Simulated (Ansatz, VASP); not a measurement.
# TiB2 in VASP and in Ansatz

```
Ti B
1.0
     3.02920    0.00000    0.00000
    -1.51460    2.62336    0.00000
     0.00000    0.00000    3.16383
Ti B
1 2
Direct
  0.00000 0.00000 0.00000
  0.33333 0.66667 0.50000
  0.66667 0.33333 0.50000
```

Change from the starting cell: zz strain of -2 %.

Alike in both runs: task single point; functional PBEsol; k mesh 14 × 14 × 11; occupations fermi-dirac, width 0.03 eV; no spin polarisation.

|  | VASP | Ansatz |
| --- | --- | --- |
| version | VASP 6.6.1 | Ansatz 0.2.0 |
| potentials or method | VASP PAW PBE potentials, release 64 (Ti_sv, B), cutoff 520 eV | all-electron LAPW, scalar-relativistic |

```csv
,VASP,Ansatz,Ansatz less VASP
pressure (GPa),-0.3,-0.7,-0.44
"traceless stress, the component that is largest in VASP (GPa)",2.93,3.06,+0.125
```

VASP's potentials were made for PBE, not for PBEsol. Ansatz ran all-electron here, and VASP with PAW potentials.
